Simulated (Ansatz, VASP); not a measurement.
**ZrC in VASP and in Ansatz**

```
Zr C
1.0
     0.00000    2.41645    2.22313
     2.41645    0.00000    2.22313
     2.41645    2.41645    0.00000
Zr C
1 1
Cartesian
  2.4164 2.4164 2.2231
  0.0000 0.0000 0.0000
```

Alike in both runs: task single point; functional PBEsol; k mesh 20 × 20 × 20; occupations gaussian, width 0.15 eV; no spin polarisation.

```csv
,VASP,Ansatz
version,VASP 6.6.1,Ansatz 0.2.0
potentials or method,"VASP PAW PBE potentials, release 64 (Zr_sv, C), cutoff 520 eV","scalar-relativistic, plane waves, PAW"
valence electrons in the cell,16,16
```

|  | VASP | Ansatz | Ansatz less VASP |
| --- | --- | --- | --- |
| gap on the k mesh at the Fermi level (eV) | none | none | - |
| pressure (GPa) | -1.2 | -1.6 | -0.35 |
| traceless stress, the component that is largest in VASP (GPa) | 22.74 | 22.60 | -0.139 |

VASP's potentials were made for PBE, not for PBEsol. A gap of «none» marks a metal or a gap that the smearing closes. The functional is the same, so the differences come from potentials, cutoffs and numerics.
